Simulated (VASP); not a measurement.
LaIn, 2 atoms in the cell. Symmetry: Pm-3m, No. 221, cubic system. Conventional cell: a = 3.671 Å, b = 3.671 Å, c = 3.671 Å, α = 90.00°, β = 90.00°, γ = 90.00°. Within 4.2 Å of La (site symmetry m-3m) lie 8 In at 3.18 Å and 6 La at 3.67 Å. Within 4.2 Å of In (site symmetry m-3m) lie 8 La at 3.18 Å and 6 In at 3.67 Å. 

| Item | Value |
| --- | --- |
| Program | VASP 6.6.1 |
| Task | electric field gradients |
| Functional | LDA |
| Potentials or basis | VASP PAW LDA potentials, release 64 (La, In_d) |
| Cutoff | 520 eV |
| k mesh | 9 × 9 × 9 |
| Occupations | fermi-dirac, width 0.05 eV |
| Spin | no spin polarisation |
| Dipole correction | no |
| Further INCAR settings | ALGO = Normal; EDIFF = 1e-08; NBANDS = 19 |

Potentials or basis: VASP PAW LDA potentials, release 64 (La, In_d).

The run is started by

```sh
$ cat potpaw_LDA.64/La/POTCAR potpaw_LDA.64/In_d/POTCAR > POTCAR
$ mpirun -np 1 vasp_std > vasp.out
```

Hardware: 1 thread of Intel(R) Xeon(R) Platinum 8488C (Sapphire Rapids), on a shared host.

**Question.** How long does it take, and how much memory?

**Answer.** Wall time 25 s on 1 thread of Intel(R) Xeon(R) Platinum 8488C (Sapphire Rapids), on a shared host, peak memory 0.17 GiB. Counts: scf iterations 13, k points 35.
